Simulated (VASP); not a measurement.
# PtS2: single point with PBEsol

PtS2:

```
CELL_PARAMETERS angstrom
3.81680 0.00000 0.00000
-1.90840 3.30544 0.00000
0.00000 0.00000 4.34231
ATOMIC_POSITIONS crystal
Pt 0.00000 0.00000 0.00000
S 0.33333 0.66667 0.25000
S 0.66667 0.33333 0.75000
```

This cell differs from its parent crystal: ratio of the length along z to the lengths across it x 0.8, volume and fractional coordinates fixed.

```yaml
Program: VASP 6.6.1
Task: single point
Functional: PBEsol
Potentials_or_basis: VASP PAW PBE potentials, release 64 (Pt, S)
Cutoff: 520 eV
k_mesh: 12 × 12 × 8
Occupations: gaussian, width 0.05 eV
Spin: no spin polarisation
Dipole_correction: no
Further_INCAR_settings: ALGO = Normal; EDIFF = 1e-06; NBANDS = 18
```

```json
{"Pressure": "-11.1 GPa", "Largest force": "0.165 eV/Å", "Band gap on the k mesh": "zero (band 11 reaches 7.17 eV, above the bottom of band 12 at 6.73 eV)"}
```

Forces in eV/Å, atoms in the order of the input:
```
Pt   0.000  0.000  0.000
S    0.000  0.000 -0.165
S    0.000  0.000  0.165
```

Stress tensor (GPa, compression positive):
```
-15.93   0.00   0.00
  0.00 -15.93   0.00
  0.00   0.00  -1.36
```

Levels at points of the mesh, in eV from the Fermi level:
| k point | band 8 | band 9 | band 10 | band 11 | band 12 | band 13 | band 14 | band 15 |
| --- | --- | --- | --- | --- | --- | --- | --- | --- |
| (0.00, 0.00, 0.00) | -1.78 | -1.55 | -1.55 | 0.31 | 1.10 | 1.10 | 3.47 | 4.15 |
| (0.50, 0.00, 0.00) | -3.37 | -3.31 | -3.06 | -2.55 | 0.61 | 2.37 | 4.85 | 6.91 |
| (0.00, 0.00, 0.50) | -2.78 | -2.12 | -2.12 | -1.39 | 2.21 | 2.21 | 5.60 | 6.07 |
| (0.50, 0.00, 0.50) | -3.27 | -3.10 | -2.60 | -0.98 | 0.85 | 1.07 | 5.22 | 5.34 |

Run time: 34 s on 1 thread of Intel(R) Xeon(R) 6975P-C (Granite Rapids) (shared host), peak memory 0.25 GiB.

Caveat: the PAW data sets were made with another functional, which shifts forces and pressure a little; spin-orbit coupling is left out, which moves the levels of the heavy elements.
